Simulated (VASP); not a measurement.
# C (Fd-3m) in VASP: further runs

C is run at these levels: r2SCAN; tasks: single point, relaxation of cell and atoms.

Everything below comes from runs of VASP 6.6.1. Logs are shortened: lines on timing, memory, paths and dates and some standing lists are left out, and cuts for length are marked.

### Step 1. The cell of the first run

It takes space group Fd-3m (No. 227, cubic). Conventional cell: a = 3.560 Å, b = 3.560 Å, c = 3.560 Å, α = 90.00°, β = 90.00°, γ = 90.00°. C (site symmetry -43m) has 4 C at 1.54 Å within 2.1 Å.

### Step 2. Single point, r2SCAN

The input, POSCAR:

```
C
1.0
    0.0000000000      1.7801419480      1.7801419480
    1.7801419480      0.0000000000      1.7801419480
    1.7801419480      1.7801419480      0.0000000000
C
2
Direct
    0.0000000000      0.0000000000      0.0000000000
    0.2500000000      0.2500000000      0.2500000000
```

The input, INCAR.step1:

```
ALGO = Normal ; EDIFF = 1E-4
ENCUT = 520 ; GGA = PE
ISMEAR = 0 ; LASPH = T
LCHARG = F ; LREAL = F
LWAVE = T ; NBANDS = 11
NELM = 60 ; PREC = Accurate
SIGMA = 0.01
```

The input, INCAR.step2:

```
ALGO = Normal ; EDIFF = 1E-6
ENCUT = 520 ; ISIF = 2
ISMEAR = 0 ; ISTART = 1
LASPH = T ; LCHARG = F
LMIXTAU = T ; LREAL = F
LWAVE = F ; METAGGA = R2SCAN
NBANDS = 11 ; NELM = 60
PREC = Accurate ; SIGMA = 0.01
```

The input, KPOINTS:

```
k-points
0
Gamma
  12 12 12
```

Potentials or basis: VASP PAW PBE potentials, release 64 (C).

On the command line:

```bash
$ cat potpaw_PBE.64/C/POTCAR > POTCAR
$ cp INCAR.step1 INCAR
$ mpirun -np 1 vasp_std > vasp.out
$ cp INCAR.step2 INCAR
$ mpirun -np 1 vasp_std > vasp.out
```

OUTCAR:

```text
EDIFF = 1E-6
   ENCUT = 520
   ISIF = 2
   ISMEAR = 0
   ISTART = 1
   LASPH = T
   LREAL = F
   METAGGA = R2SCAN
   NELM = 60
   PREC = Accurate

 ion  position               nearest neighbor table
   1  0.000  0.000  0.000-   2 1.54   2 1.54   2 1.54   2 1.54
   2  0.250  0.250  0.250-   1 1.54   1 1.54   1 1.54   1 1.54

  LATTYP: Found a face centered cubic cell.
 ALAT       =     3.5602838960

  Lattice vectors:

 A1 = (   0.0000000000,   1.7801419480,   1.7801419480)
 A2 = (   1.7801419480,   0.0000000000,   1.7801419480)
 A3 = (   1.7801419480,   1.7801419480,   0.0000000000)

Analysis of symmetry for initial positions (statically):
=====================================================================
 Subroutine PRICEL returns:
 Original cell was already a primitive cell.

 Routine SETGRP: Setting up the symmetry group for a
 face centered cubic supercell.

 Subroutine GETGRP returns: Found 48 space group operations
 (whereof 24 operations were pure point group operations)
 out of a pool of 48 trial point group operations.

The static configuration has the point symmetry T_d .
 The point group associated with its full space group is O_h .

Analysis of symmetry for dynamics (positions and initial velocities):
=====================================================================
 Subroutine PRICEL returns:
 Original cell was already a primitive cell.

 Routine SETGRP: Setting up the symmetry group for a
 face centered cubic supercell.

 Subroutine GETGRP returns: Found 48 space group operations
 (whereof 24 operations were pure point group operations)
 out of a pool of 48 trial point group operations.

The dynamic configuration has the point symmetry T_d .
 The point group associated with its full space group is O_h .

 Subroutine INISYM returns: Found 48 space group operations
 (whereof 24 operations are pure point group operations),
 and found     1 'primitive' translations

----------------------------------------------------------------------------------------

                                     Primitive cell

  volume of cell :      11.2822

  direct lattice vectors                    reciprocal lattice vectors
     0.000000000  1.780141948  1.780141948    -0.280876478  0.280876478  0.280876478
     1.780141948  0.000000000  1.780141948     0.280876478 -0.280876478  0.280876478
     1.780141948  1.780141948  0.000000000     0.280876478  0.280876478 -0.280876478

  length of vectors
     2.517500886  2.517500886  2.517500886     0.486492330  0.486492330  0.486492330

  position of ions in fractional coordinates (direct lattice)
     0.000000000  0.000000000  0.000000000
     0.250000000  0.250000000  0.250000000

  ion indices of the primitive-cell ions
   primitive index   ion index
                 1           1
                 2           2

----------------------------------------------------------------------------------------

 KPOINTS: k-points

Automatic generation of k-mesh.
 Grid dimensions read from file:
 generate k-points for:   12   12   12

 Generating k-lattice:

  Cartesian coordinates                     Fractional coordinates (reciprocal lattice)
    -0.023406373  0.023406373  0.023406373     0.083333333  0.000000000  0.000000000
     0.023406373 -0.023406373  0.023406373     0.000000000  0.083333333  0.000000000
     0.023406373  0.023406373 -0.023406373     0.000000000  0.000000000  0.083333333

  Length of vectors
     0.040541027  0.040541027  0.040541027

  Shift w.r.t. Gamma in fractional coordinates (k-lattice)
     0.000000000  0.000000000  0.000000000

 Subroutine IBZKPT returns following result:
 ===========================================

 Found     72 irreducible k-points:

 Following reciprocal coordinates:
            Coordinates               Weight
  0.000000  0.000000  0.000000      1.000000
  0.083333  0.000000  0.000000      8.000000
  0.166667  0.000000  0.000000      8.000000
  0.250000  0.000000  0.000000      8.000000
  0.333333  0.000000  0.000000      8.000000
  0.416667  0.000000  0.000000      8.000000
[... 16 lines left out ...]
  0.500000  0.166667  0.000000     24.000000
 -0.416667  0.166667  0.000000     24.000000
 [... further k-points ...]
   k-points           NKPTS =     72   k-points in BZ     NKDIM =     72   number of bands    NBANDS=     11
   number of dos      NEDOS =    301   number of ions     NIONS =      2
   total plane-waves  NPLWV =   8000
   dimension x,y,z NGX =    20 NGY =   20 NGZ =   20
   dimension x,y,z NGXF=    40 NGYF=   40 NGZF=   40
   ions per type =               2
   NGX,Y,Z   is equivalent  to a cutoff of  13.21, 13.21, 13.21 a.u.
   NGXF,Y,Z  is equivalent  to a cutoff of  26.41, 26.41, 26.41 a.u.
 SYSTEM =  unknown system
   PREC   = accura    normal or accurate (medium, high low for compatibility)
   ISTART =      1    job   : 0-new  1-cont  2-samecut
   ICHARG =      0    charge: 1-file 2-atom 10-const
   ISPIN  =      1    spin polarized calculation?
   LNONCOLLINEAR =      F non collinear calculations
   LSORBIT =      F    spin-orbit coupling
   LASPH  =      T    aspherical Exc in radial PAW
   ENCUT  =  520.0 eV  38.22 Ry    6.18 a.u.   4.68  4.68  4.68*2*pi/ulx,y,z
   NELM   =     60;   NELMIN=  2; NELMDL=  0     # of ELM steps
   EDIFF  = 0.1E-05   stopping-criterion for ELM
   LREAL  =      F    real-space projection
   EDIFFG = 0.1E-04   stopping-criterion for IOM
   NSW    =      0    number of steps for IOM
   IBRION =     -1    ionic relax: 0-MD 1-quasi-New 2-CG
   NFREE  =      0    steps in history (QN), initial steepest desc. (CG)
   ISIF   =      2    stress and relaxation
   ISYM   =      2    0-nonsym 1-usesym 2-fastsym
   POTIM  = 0.5000    time-step for ionic-motion
   TEBEG  =    0.0;   TEEND  =   0.0 temperature during run
   PSTRESS=    0.0 pullay stress
   NELECT =       8.0000    total number of electrons
   NUPDOWN=      -1.0000    fix difference up-down
   EMIN   =  10.00;   EMAX   =-10.00  energy-range for DOS
   EFERMI =   0.00;   METHOD = LEGACY
   ISMEAR =     0;   SIGMA  =   0.01  broadening in eV -4-tet -1-fermi 0-gaus
   EFERMI_NEDOS =   21; number of points for ismear=-14 and -15
   IALGO  =     38    algorithm
   IMIX   =      4    mixing-type and parameters
     AMIX     =   0.40;   BMIX     =  1.00
     AMIX_MAG =   1.60;   BMIX_MAG =  1.00
  volume/ion in A,a.u.               =       5.64        38.07
  Fermi-wavevector in a.u.,A,eV,Ry     =   1.459845  2.758708 28.996036  2.131149
  Thomas-Fermi vector in A             =   2.576365
   LORBIT       =      0    0 simple, 1 ext, 2 COOP (PROOUT), +10 PAW based schemes
   METAGGA = R2SCAN    functional components
   LHFCALC =     F    Hartree Fock is set to
   AEXX    =    0.0000 exact exchange contribution
   IVDW    =     0    specifies the selected vdW correction
   LEPSILON=     F    determine dielectric tensor
   LRPA    =     F    only Hartree local field effects (RPA)
 non-spin polarized calculation
 Gauss-broadening in eV      SIGMA  =   0.01
  energy-cutoff  :      520.00
  volume of cell :       11.28
 maximum number of plane-waves:       313
   NGX =  9   NGY =  9   NGZ =  9

 number of electron       7.9999999 magnetization

 Free energy of the ion-electron system (eV)
  ---------------------------------------------------
  ext. energy  EPLUGINS =         0.00000000
  ---------------------------------------------------
  free energy    TOTEN  =       -19.65721594 eV

  energy without entropy =      -19.65721594  energy(sigma->0) =      -19.65721594

 E-fermi :   9.9638     XC(G=0): -14.2878

 val. band max:        9.7920058498   @ k =   0.0000   0.0000   0.0000
 cond. band min:      14.1472516795   @ k =   0.3333   0.3333   0.0000
 fundamental gap:      4.3552458297
 Fermi energy:         9.9638467015

 k-point     1 :       0.0000    0.0000    0.0000
  band No.  band energies     occupation
      1     -12.9788      2.00000
      2       9.7920      2.00000
      3       9.7920      2.00000
      4       9.7920      2.00000
      5      15.6425      0.00000
      6      15.6425      0.00000
      7      15.6425      0.00000
      8      23.7406      0.00000
      9      30.2607      0.00000
     10      37.2405      0.00000
     11      37.2405      0.00000

 k-point     2 :       0.0833    0.0000    0.0000
  band No.  band energies     occupation
      1     -12.7771      2.00000
      2       8.4698      2.00000
      3       9.4450      2.00000
      4       9.4450      2.00000
      5      16.0978      0.00000
      6      16.0978      0.00000
      7      16.4171      0.00000
      8      23.9409      0.00000
      9      30.6058      0.00000
     10      35.1805      0.00000
     11      35.1805      0.00000

 k-point     3 :       0.1667    0.0000    0.0000
  band No.  band energies     occupation
      1     -12.1747      2.00000
      2       5.7677      2.00000
      3       8.6945      2.00000
      4       8.6945      2.00000
      5      17.0831      0.00000
      6      17.0831      0.00000
      7      17.5672      0.00000
      8      24.5155      0.00000
      9      31.3251      0.00000
     10      33.5346      0.00000
     11      33.5346      0.00000

 k-point     4 :       0.2500    0.0000    0.0000
  band No.  band energies     occupation
      1     -11.1811      2.00000
      2       2.7604      2.00000
      3       7.9232      2.00000
      4       7.9232      2.00000
      5      17.9963      0.00000
      6      17.9963      0.00000
      7      18.3279      0.00000
      8      25.3135      0.00000
      9      31.7634      0.00000
     10      33.1294      0.00000
     11      33.1294      0.00000
[... 239 lines left out ...]
 k-point    22 :       0.4167    0.1667    0.0000
  band No.  band energies     occupation
      1      -8.6116      2.00000
      2      -0.6061      2.00000
      3       5.2218      2.00000
      4       5.4727      2.00000
      5      16.8103      0.00000
      6      21.4236      0.00000
      7      21.4956      0.00000
      8      23.2264      0.00000
      9      32.1807      0.00000
     10      33.5781      0.00000
     11      38.5129      0.00000

 k-point    23 :       0.5000    0.1667    0.0000
  band No.  band energies     occupation
      1      -6.9808      2.00000
      2      -2.9351      2.00000
      3       4.4637      2.00000
      4       5.5646      2.00000
      5      17.2568      0.00000
      6      21.1208      0.00000
      7      21.6030      0.00000
      8      24.9725      0.00000
      9      31.1795      0.00000
     10      35.0887      0.00000
     11      37.7195      0.00000

 k-point    24 :      -0.4167    0.1667    0.0000
  band No.  band energies     occupation
      1      -6.5517      2.00000
      2      -3.4551      2.00000
      3       3.9515      2.00000
      4       5.9655      2.00000
      5      17.7193      0.00000
      6      20.5919      0.00000
      7      21.5798      0.00000
      8      26.2468      0.00000
      9      30.4174      0.00000
     10      35.1252      0.00000
     11      35.9008      0.00000

 [... further k-points ...]
[... 5 lines left out ...]
  --------------------------------------------------------------------------------------
  -------------------------------------------------------------------------------------
  Total        0.0788748      0.0788748      0.0788748     -0.0000000      0.0000000     -0.0000000
  in kB       11.2009486     11.2009486     11.2009486     -0.0000000      0.0000000     -0.0000000
  external PRESSURE =      11.2009486 kB  Pullay stress =       0.0000000 kB

 VOLUME and BASIS-vectors are now :
 -----------------------------------------------------------------------------
  energy-cutoff  :      520.00
  volume of cell :       11.28
      direct lattice vectors                 reciprocal lattice vectors
     0.000000000  1.780141948  1.780141948    -0.280876478  0.280876478  0.280876478
     1.780141948  0.000000000  1.780141948     0.280876478 -0.280876478  0.280876478
     1.780141948  1.780141948  0.000000000     0.280876478  0.280876478 -0.280876478

 POSITION                                       TOTAL-FORCE (eV/Angst)
 -----------------------------------------------------------------------------------
      0.00000      0.00000      0.00000         0.000000      0.000000      0.000000
      0.89007      0.89007      0.89007        -0.000000     -0.000000     -0.000000
 -----------------------------------------------------------------------------------
    total drift:                                0.000000      0.000000      0.000000

  FREE ENERGIE OF THE ION-ELECTRON SYSTEM (eV)
  ---------------------------------------------------
  free  energy   TOTEN  =       -19.6572159391 eV

  energy  without entropy=      -19.6572159391  energy(sigma->0) =      -19.65721594
```

Wall time 23 s (1 thread of Intel Xeon 6975P-C, shared host); peak memory 0.12 GiB.

Results:

- Free energy: -19.6572 eV
- Pressure: 1.1 GPa
- Band gap on the k mesh: 4.36 eV, indirect (least direct gap 5.85 eV)

Caveat: the PAW data sets were made with another functional, which shifts forces and pressure a little.

### Step 3. Relaxation of cell and atoms, r2SCAN

This run uses another cell than the first one, of 5.67 Å³/atom, 1.005 times its volume.

The input, POSCAR:

```
C
1.0
    0.0000000000      1.7833700000      1.7833700000
    1.7833700000      0.0000000000      1.7833700000
    1.7833700000      1.7833700000      0.0000000000
C
2
Direct
    0.0000000000      0.0000000000      0.0000000000
    0.2500000000      0.2500000000      0.2500000000
```

The input, INCAR.step1:

```
PREC = Accurate
ENCUT = 600
ISMEAR = 0
SIGMA = 0.01
LREAL = False
LASPH = True
NELM = 80
GGA = PE
ALGO = Normal
EDIFF = 1E-4
LWAVE = True
LCHARG = False
```

The input, INCAR.step2:

```
PREC = Accurate
ENCUT = 600
EDIFF = 1E-6
ISMEAR = 0
SIGMA = 0.01
LREAL = False
LASPH = True
NELM = 80
ALGO = Normal
ISIF = 3
LWAVE = False
LCHARG = False
METAGGA = R2SCAN
LMIXTAU = True
IBRION = 2
NSW = 80
EDIFFG = -0.002
ISTART = 1
```

The input, KPOINTS:

```
Automatic mesh
0
Gamma
  12 12 12
```

Potentials or basis: VASP PAW PBE potentials, release 64 (C).

On the command line:

```bash
$ cat potpaw_PBE.64/C/POTCAR > POTCAR
$ cp INCAR.step1 INCAR
$ mpirun -np 1 vasp_std > vasp.out
$ cp INCAR.step2 INCAR
$ mpirun -np 1 vasp_std > vasp.out
```

It took 42 s on 1 thread of Intel Xeon 6975P-C, shared host; peak memory 0.12 GiB.

It converged, with:

```yaml
Free_energy: -19.6644 eV
Relaxed_volume: 5.65 Å³/atom
Relaxed_cell: a = 2.518 Å, b = 2.518 Å, c = 2.518 Å, α = 60.00°, β = 60.00°, γ = 60.00°
Space_group_after_relaxing_to_0.05_Å: Fd-3m (No. 227)
Energy_gained_by_relaxing: 0.2 meV/atom
Ionic_steps: 3
Pressure_after_relaxing: 0.0 GPa
Band_gap_on_the_k_mesh: 4.35 eV, indirect (least direct gap 5.85 eV)
```

Step by step:
| step | energy change (eV) | largest force (eV/Å) | pressure (GPa) | volume (Å³) |
| --- | --- | --- | --- | --- |
| 1 | 0.0000 | 0.0000 | -2.09 | 11.34 |
| 2 | 0.0002 | 0.0000 | 2.73 | 11.22 |
| 3 | -0.0004 | 0.0000 | -0.03 | 11.29 |

Final structure:
```
C
1.0
     0.00000    1.78056    1.78056
     1.78056    0.00000    1.78056
     1.78056    1.78056    0.00000
C
2
Direct
  0.00000 0.00000 0.00000
  0.25000 0.25000 0.25000
```

Levels at points of the mesh, in eV from the valence-band top:
| k point | band 1 | band 2 | band 3 | band 4 | band 5 | band 6 | band 7 | band 8 |
| --- | --- | --- | --- | --- | --- | --- | --- | --- |
| (0.00, 0.00, 0.00) | -22.76 | 0.00 | 0.00 | 0.00 | 5.85 | 5.85 | 5.85 | 13.93 |
| (0.50, 0.00, 0.00) | -16.79 | -14.10 | -2.99 | -2.99 | 8.90 | 8.90 | 9.19 | 16.74 |
| (0.50, 0.50, 0.00) | -13.62 | -13.62 | -6.69 | -6.69 | 5.01 | 5.01 | 17.95 | 17.95 |

Caveat: the PAW data sets were made with another functional, which shifts forces and pressure a little. A k mesh can miss the band edges.

### Step 4. Single point, r2SCAN

The input, POSCAR:

```
C
1.0
    0.0000000000      1.7801419480      1.7801419480
    1.7801419480      0.0000000000      1.7801419480
    1.7801419480      1.7801419480      0.0000000000
C
2
Direct
    0.0000000000      0.0000000000      0.0000000000
    0.2500000000      0.2500000000      0.2500000000
```

The input, INCAR.step1:

```
ALGO = Normal ; EDIFF = 1E-5
ENCUT = 910 ; GGA = PE
GGA_COMPAT = F ; ISMEAR = 0
LASPH = T ; LCHARG = F
LREAL = F ; LWAVE = T
NBANDS = 11 ; NELM = 120
PREC = Accurate ; SIGMA = 0.01
```

The input, INCAR.step2:

```
ALGO = Normal ; EDIFF = 1E-6
ENCUT = 910 ; GGA_COMPAT = F
ISIF = 2 ; ISMEAR = 0
ISTART = 1 ; LASPH = T
LCHARG = F ; LMIXTAU = T
LREAL = F ; LWAVE = F
METAGGA = R2SCAN ; NBANDS = 11
NELM = 120 ; PREC = Accurate
SIGMA = 0.01
```

The input, KPOINTS:

```
k-points
0
Gamma
  12 12 12
```

Potentials or basis: VASP PAW PBE potentials, release 64 (C_h).

On the command line:

```bash
$ cat potpaw_PBE.64/C_h/POTCAR > POTCAR
$ cp INCAR.step1 INCAR
$ mpirun -np 1 vasp_std > vasp.out
$ cp INCAR.step2 INCAR
$ mpirun -np 1 vasp_std > vasp.out
```

Run time: 54 s. Hardware: 1 thread of AMD EPYC 9R45 (Zen 5), shared host; peak memory 0.13 GiB.

It converged, with:

```
Free energy            : -19.7195 eV
Pressure               : -0.8 GPa
Band gap on the k mesh : 4.39 eV, indirect (least direct gap 5.89 eV)
```

Levels at points of the mesh, in eV from the valence-band top:
| k point | band 1 | band 2 | band 3 | band 4 | band 5 | band 6 | band 7 | band 8 |
| --- | --- | --- | --- | --- | --- | --- | --- | --- |
| (0.00, 0.00, 0.00) | -22.74 | 0.00 | 0.00 | 0.00 | 5.89 | 5.89 | 5.89 | 13.98 |
| (0.50, 0.00, 0.00) | -16.77 | -14.08 | -2.98 | -2.98 | 8.94 | 8.94 | 9.23 | 16.78 |
| (0.50, 0.50, 0.00) | -13.60 | -13.60 | -6.67 | -6.67 | 5.04 | 5.04 | 18.00 | 18.00 |

Caveat: the cutoff is under 1.25 times the usual one of these potentials, so pressure, stress and relaxed cells hold a basis-set (Pulay) error; the PAW data sets were made with another functional, which shifts forces and pressure a little. A k mesh can miss the band edges.

### Step 5. Overview

```csv
task,potentials or basis,cell,cutoff (eV),second run,gap on the mesh (eV),pressure (GPa)
single point,"VASP PAW PBE potentials, release 64 (C)","a = 2.518 Å, angles 60.0°, 2 atoms",520,-,4.36,1.1
relaxation of cell and atoms,"VASP PAW PBE potentials, release 64 (C)","relaxed from a = 2.522 Å, angles 60.0°, 2 atoms",600,-,4.35,0.0
single point,"VASP PAW PBE potentials, release 64 (C_h)","a = 2.518 Å, angles 60.0°, 2 atoms",910,hard_potentials,4.39,-0.8
```

Alike in all rows: level r2SCAN; no spin polarisation; k mesh 12 × 12 × 12; smearing gaussian 0.01 eV.

Caveats: the PAW data sets were made with another functional, which shifts forces and pressure a little; the cutoff is under 1.25 times the usual one of these potentials, so pressure, stress and relaxed cells hold a basis-set (Pulay) error (some runs).

Absolute energies hang on the potentials; compare differences alone.
